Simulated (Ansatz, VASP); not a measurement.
Two plane-wave programs on Al

```
Al
1.0
     0.00000    2.00665    2.00665
     2.00665    0.00000    2.00665
     2.00665    2.00665    0.00000
Al
1
Direct
  0.00000 0.00000 0.00000
```

Alike in both runs: functional PBEsol; k mesh 24 × 24 × 24; occupations gaussian, width 0.1 eV; no spin polarisation.

Ansatz relaxed the structure, and its values are those at the end. VASP's run is a single point on that final structure, the one shown.

```csv
,VASP,Ansatz
version,VASP 6.6.1,Ansatz 0.2.0
potentials or method,"VASP PAW PBE potentials, release 64 (Al), cutoff 520 eV","scalar-relativistic, plane waves, PAW"
valence electrons in the cell,3,3
```

VASP gave:

- gap on the k mesh at the Fermi level (eV): none
- pressure (GPa): 0.1

Task: What did Ansatz give for the same quantities?

Result: gap on the k mesh at the Fermi level (eV): none; pressure (GPa): 0.0.

VASP's potentials were made for PBE, not for PBEsol. A gap of «none» marks a metal or a gap that the smearing closes. With one functional, cell and mesh, what is left measures potentials, basis and numerics.
